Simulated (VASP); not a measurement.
Write the native input for VASP 6.6.1 that does the following.

* Task: single point
* Functional: PBEsol
* Potentials or basis: VASP PAW PBE potentials, release 64 (Sn_d)
* Cutoff: 520 eV
* k mesh: 10 × 10 × 10
* Occupations: gaussian, width 0.1 eV
* Spin: no spin polarisation
* Dipole correction: no
* Further INCAR settings: ALGO = Fast; EDIFF = 1e-06; NBANDS = 36

The structure of Sn lies in POSCAR:

```
Sn
1.0
    2.6699542355     -5.0618886863      0.0000000000
    2.6699542355      5.0618886863      0.0000000000
    0.0000000000      0.0000000000      4.3690070881
Sn
4
Direct
    0.1460294118      0.8539705882      0.0819768913
    0.6460294118      0.3539705882      0.4180231087
    0.8539705882      0.1460294118      0.9180231087
    0.3539705882      0.6460294118      0.5819768913
```

These files were run (other wordings do the same):

INCAR

```
SYSTEM = Sn
ALGO = Fast ; EDIFF = 1E-6
ENCUT = 520 ; GGA = PS
ISIF = 2 ; ISMEAR = 0
LASPH = .TRUE. ; LCHARG = .FALSE.
LREAL = .FALSE. ; LWAVE = .FALSE.
NBANDS = 36 ; NELM = 60
PREC = Accurate ; SIGMA = 0.1
```

KPOINTS

```
k-points
0
G
  10 10 10
  0 0 0
```

Potentials or basis: VASP PAW PBE potentials, release 64 (Sn_d).

Command:

```sh
$ cat potpaw_PBE.64/Sn_d/POTCAR > POTCAR
$ mpirun -np 1 vasp_std > vasp.out
```

Results of the run:

```
Pressure               : -0.1 GPa
Largest force          : 0.003 eV/Å
Band gap on the k mesh : zero (bands 28 and 29 overlap by 1.77 eV)
```

Caveat: the PAW data sets were made with another functional, which shifts forces and pressure a little; spin-orbit coupling is left out, which moves the levels of the heavy elements.

It took 23 min on 1 thread of Intel Xeon 8259CL, on a shared host, peak memory 0.65 GiB.
